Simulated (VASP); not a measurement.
Be, 1 atom in the cell. It takes space group R-3m (No. 166, trigonal). Conventional cell: a = 3.580 Å, b = 3.580 Å, c = 2.127 Å, α = 90.00°, β = 90.00°, γ = 120.00°. Be (site symmetry -3m) has 14 Be at 2.13 to 2.51 Å within 2.8 Å.  This cell differs from its parent crystal: equal xy, yz and zx shear strains of -2 %.

- Program: VASP 6.6.1
- Task: electric field gradients
- Functional: PBEsol
- Potentials or basis: VASP PAW PBE potentials, release 64 (Be)
- Cutoff: 520 eV
- k mesh: 23 × 23 × 23
- Occupations: fermi-dirac, width 0.03 eV
- Spin: no spin polarisation
- Dipole correction: no
- Further INCAR settings: ALGO = Normal; EDIFF = 1e-08; NBANDS = 7

Potentials or basis: VASP PAW PBE potentials, release 64 (Be).

The run is started by

```console
$ cat potpaw_PBE.64/Be/POTCAR > POTCAR
$ mpirun -np 1 vasp_std > vasp.out
```

Hardware: 1 thread of Intel(R) Xeon(R) Platinum 8488C (Sapphire Rapids) (shared host).

Task: How long does it take, and how much memory?

Result: Wall time 28 s on 1 thread of Intel(R) Xeon(R) Platinum 8488C (Sapphire Rapids), on a shared host, peak memory 0.16 GiB. Counts: scf iterations 12, k points 1156.
